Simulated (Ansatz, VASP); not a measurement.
## One calculation of AlCoC4N4, two programs

```
CELL_PARAMETERS angstrom
5.80266 0.00000 0.00000
0.00000 5.80266 0.00000
0.00000 0.00000 5.80266
ATOMIC_POSITIONS crystal
Al 0.00000 0.00000 0.00000
Co 0.50000 0.50000 0.50000
C 0.19532 0.19532 0.19532
C 0.19532 0.80468 0.80468
C 0.80468 0.19532 0.80468
C 0.80468 0.80468 0.19532
N 0.31164 0.31164 0.31164
N 0.31164 0.68836 0.68836
N 0.68836 0.31164 0.68836
N 0.68836 0.68836 0.31164
```

Alike in both runs: functional PBE; k mesh 4 × 4 × 4; occupations gaussian, width 0.1 eV; collinear spin.

Ansatz relaxed the structure, and its values are those at the end. VASP's run is a single point on that final structure, the one shown.

|  | VASP | Ansatz |
| --- | --- | --- |
| version | VASP 6.6.1 | Ansatz 0.2.0 |
| potentials or method | VASP PAW PBE potentials, release 64 (Al, Co, C, N), cutoff 520 eV | scalar-relativistic, plane waves, PAW |
| valence electrons in the cell | 48 | 56 |

|  | VASP | Ansatz | Ansatz less VASP |
| --- | --- | --- | --- |
| gap on the k mesh at the Fermi level (eV) | none | none | - |
| pressure (GPa) | 0.7 | 0.3 | -0.35 |
| rms of the force components (eV/Å) | 0.183 | 0.012 | -0.1706 |
| net moment per atom (μB) | 0.20 | 0.20 | 0.000 |
| size of the moment on the site where the two differ most (μB) | 1.91 | 1.74 | -0.161 |

Site moments also hang on the region over which each program counts them. A gap of «none» marks a metal or a gap that the smearing closes. One of these differences is far larger than is usual between the two programs; its cause wasn't traced. VASP's potentials hold 48 valence electrons a cell and Ansatz's 56, so a difference there can come from the potentials and not from the codes.

Noted on VASP's run: the standard files for N, O and F lose accuracy on very short bonds.
